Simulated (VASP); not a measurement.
# SiC (P1) in VASP: further runs, part 2 of 2

VASP 6.6.1. Earlier steps stand in the parts before.

## (3) Single point, PBE (atom 1 (Si) moved by (+0.200, +0.100) A along [1 1 0] and z)

The input, INCAR:

```
PREC     = Accurate       # precision mode
ENCUT    = 520            # plane-wave cutoff, eV
EDIFF    = 1E-7           # SCF threshold, eV
ISMEAR   = 0              # smearing method
SIGMA    = 0.05           # smearing width, eV
LREAL    = False          # projectors in reciprocal space
LASPH    = True           # aspherical terms in the spheres
NELM     = 100            # most SCF steps
ALGO     = Normal         # electronic algorithm
ISIF     = 2              # what is computed and relaxed
LWAVE    = False          # write WAVECAR
LCHARG   = False          # write CHGCAR
GGA      = PE             # functional
NBANDS   = 16             # bands
```

The input, KPOINTS:

```
Automatic mesh
0
Gamma
  6 6 4
```

The input, POSCAR:

```
SiC
1.0
    3.0759982064      0.0000000000      0.0000000000
   -1.5379991032      2.6638925888      0.0000000000
    0.0000000000      0.0000000000      5.0480000000
Si C
2 2
Direct
    0.4058532112      0.7197549018      0.0198098257
    0.6666666667      0.3333333333      0.5000000000
    0.3333333333      0.6666666667      0.3850000000
    0.6666666667      0.3333333333      0.8850000000
```

Potentials or basis: VASP PAW PBE potentials, release 64 (Si, C).

Command:

```console
> cat potpaw_PBE.64/Si/POTCAR potpaw_PBE.64/C/POTCAR > POTCAR
> mpirun -np 1 vasp_std > vasp.out
```

OUTCAR:

```text
PREC = Accurate
   ENCUT = 520
   EDIFF = 1E-7
   ISMEAR = 0
   LREAL = False
   LASPH = True
   NELM = 100
   ISIF = 2
   GGA = PE

 ion  position               nearest neighbor table
   1  0.406  0.720  0.020-   4 1.78   3 1.85   4 1.86   4 2.08   2 2.93   2 2.98   2 3.09   2 3.12
                             2 3.15
   2  0.667  0.333  0.500-   3 1.87   3 1.87   3 1.87   4 1.94   1 2.93   1 2.98   1 3.09   1 3.12
                             1 3.15
   3  0.333  0.667  0.385-   1 1.85   2 1.87   2 1.87   2 1.87
   4  0.667  0.333  0.885-   1 1.78   1 1.86   2 1.94   1 2.08

  LATTYP: Found a hexagonal cell.
 ALAT       =     3.0759982064
 C/A-ratio  =     1.6410932846

  Lattice vectors:

 A1 = (   3.0759982064,   0.0000000000,   0.0000000000)
 A2 = (  -1.5379991032,   2.6638925888,   0.0000000000)
 A3 = (   0.0000000000,   0.0000000000,   5.0480000000)

Analysis of symmetry for initial positions (statically):
=====================================================================
 Subroutine PRICEL returns:
 Original cell was already a primitive cell.

 Routine SETGRP: Setting up the symmetry group for a
 hexagonal supercell.

[... 173 lines left out ...]
 cond. band min:      10.4712828863   @ k =   0.3333   0.3333   0.0000
 fundamental gap:      1.4202744819
 Fermi energy:         9.3145639600

 k-point     1 :       0.0000    0.0000    0.0000
  band No.  band energies     occupation
      1      -7.3809      2.00000
      2      -3.7327      2.00000
      3      -0.4531      2.00000
      4       6.5508      2.00000
      5       6.9454      2.00000
      6       7.8138      2.00000
[... 433 lines left out ...]
      3       1.3894      2.00000
      4       4.8147      2.00000
      5       5.7525      2.00000
      6       6.4049      2.00000
[... 8 lines left out ...]
     15      17.9299      0.00000
     16      18.9533      0.00000

 [... further k-points ...]

------------------------ aborting loop because EDIFF is reached ----------------------------------------

  FORCE on cell =-STRESS in cart. coord.  units (eV):
  Direction    XX          YY          ZZ          XY          YZ          ZX
  --------------------------------------------------------------------------------------
  -------------------------------------------------------------------------------------
  Total        0.6167165      2.5496896      1.2008962     -0.6622709     -0.8541138     -0.2770043
  in kB       23.8876821     98.7587888     46.5150961    -25.6521694    -33.0829477    -10.7293866
  external PRESSURE =      56.3871890 kB  Pullay stress =       0.0000000 kB

 VOLUME and BASIS-vectors are now :
 -----------------------------------------------------------------------------
  energy-cutoff  :      520.00
  volume of cell :       41.36
      direct lattice vectors                 reciprocal lattice vectors
     3.075998206  0.000000000  0.000000000     0.325097719  0.187695255  0.000000000
    -1.537999103  2.663892589  0.000000000     0.000000000  0.375390511  0.000000000
     0.000000000  0.000000000  5.048000000     0.000000000  0.000000000  0.198098257

 POSITION                                       TOTAL-FORCE (eV/Angst)
 -----------------------------------------------------------------------------------
      0.14142      1.91735      0.10000        -1.638694     -2.646530     -1.360092
      1.53800      0.88796      2.52400         0.073387      0.092465      1.695891
     -0.00000      1.77593      1.94348         0.283359      0.283004      0.051809
      1.53800      0.88796      4.46748         1.281949      2.271061     -0.387608
 -----------------------------------------------------------------------------------
    total drift:                                0.000040      0.000069     -0.000207

  FREE ENERGIE OF THE ION-ELECTRON SYSTEM (eV)
  ---------------------------------------------------
  free  energy   TOTEN  =       -29.6786549993 eV

  energy  without entropy=      -29.6786549993  energy(sigma->0) =      -29.67865500
```

OSZICAR:

```text
N       E                     dE             d eps       ncg     rms          rms(c)
DAV:   1     0.244491345576E+02    0.24449E+02   -0.70991E+03  2432   0.894E+02
DAV:   2    -0.310904972969E+02   -0.55540E+02   -0.50817E+02  3496   0.157E+02
DAV:   3    -0.335172413286E+02   -0.24267E+01   -0.24177E+01  3168   0.302E+01
DAV:   4    -0.335349005360E+02   -0.17659E-01   -0.17657E-01  3096   0.317E+00
DAV:   5    -0.335350728769E+02   -0.17234E-03   -0.17234E-03  3160   0.296E-01    0.127E+01
DAV:   6    -0.297732651532E+02    0.37618E+01   -0.66768E+00  3120   0.159E+01    0.570E+00
DAV:   7    -0.296977790210E+02    0.75486E-01   -0.11454E+00  3472   0.629E+00    0.251E+00
DAV:   8    -0.296799243536E+02    0.17855E-01   -0.48648E-02  2760   0.142E+00    0.659E-01
DAV:   9    -0.296783202398E+02    0.16041E-02   -0.76896E-03  3360   0.609E-01    0.130E-01
DAV:  10    -0.296786041049E+02   -0.28387E-03   -0.95533E-04  2920   0.188E-01    0.645E-02
DAV:  11    -0.296786542607E+02   -0.50156E-04   -0.79325E-05  2984   0.653E-02    0.146E-02
DAV:  12    -0.296786541684E+02    0.92335E-07   -0.52847E-06  3416   0.170E-02    0.681E-03
DAV:  13    -0.296786549034E+02   -0.73507E-06   -0.16554E-06  2872   0.850E-03    0.217E-03
DAV:  14    -0.296786549993E+02   -0.95871E-07   -0.70535E-08  2208   0.194E-03
   1 F= -.29678655E+02 E0= -.29678655E+02  d E =-.168008E-15
```

Run time: 33 s. Hardware: 1 thread of Intel Xeon Platinum 8488C (Sapphire Rapids), shared host; peak memory 0.17 GiB.

What came out:

| Property | Result |
| --- | --- |
| Free energy | -29.6787 eV |
| Pressure | 5.6 GPa |
| Largest force | 3.397 eV/Å |
| Band gap on the k mesh | 1.42 eV, indirect (least direct gap 3.48 eV) |

Forces in eV/Å, atoms in the order of the input:
```
Si  -1.639 -2.647 -1.360
Si   0.073  0.092  1.696
C    0.283  0.283  0.052
C    1.282  2.271 -0.388
```

Levels at points of the mesh, in eV from the valence-band top:
| k point | band 6 | band 7 | band 8 | band 9 | band 10 | band 11 |
| --- | --- | --- | --- | --- | --- | --- |
| (0.00, 0.00, 0.00) | -1.24 | -0.93 | 0.00 | 3.80 | 5.34 | 5.65 |
| (0.50, 0.00, 0.00) | -4.35 | -3.84 | -2.25 | 1.78 | 3.26 | 5.86 |
| (0.00, 0.50, 0.00) | -4.29 | -4.10 | -1.60 | 1.95 | 3.43 | 6.15 |
| (0.50, 0.50, 0.00) | -4.17 | -4.11 | -1.68 | 1.80 | 3.33 | 5.97 |
| (0.00, 0.00, 0.50) | -1.92 | -1.79 | -0.28 | 4.60 | 5.32 | 5.98 |
| (0.50, 0.00, 0.50) | -3.45 | -3.15 | -2.96 | 2.40 | 2.64 | 4.08 |
| (0.00, 0.50, 0.50) | -3.33 | -2.96 | -2.33 | 2.22 | 2.35 | 4.37 |
| (0.50, 0.50, 0.50) | -3.43 | -2.96 | -2.33 | 2.28 | 2.36 | 4.29 |

Caveat: the cell differs from its parent crystal (atom 1 (Si) moved by (+0.200, +0.100) A along [1 1 0] and z); forces of over 1 eV/Å act on the atoms, so gaps and moduli don't describe the material at rest. A k mesh can miss the band edges.
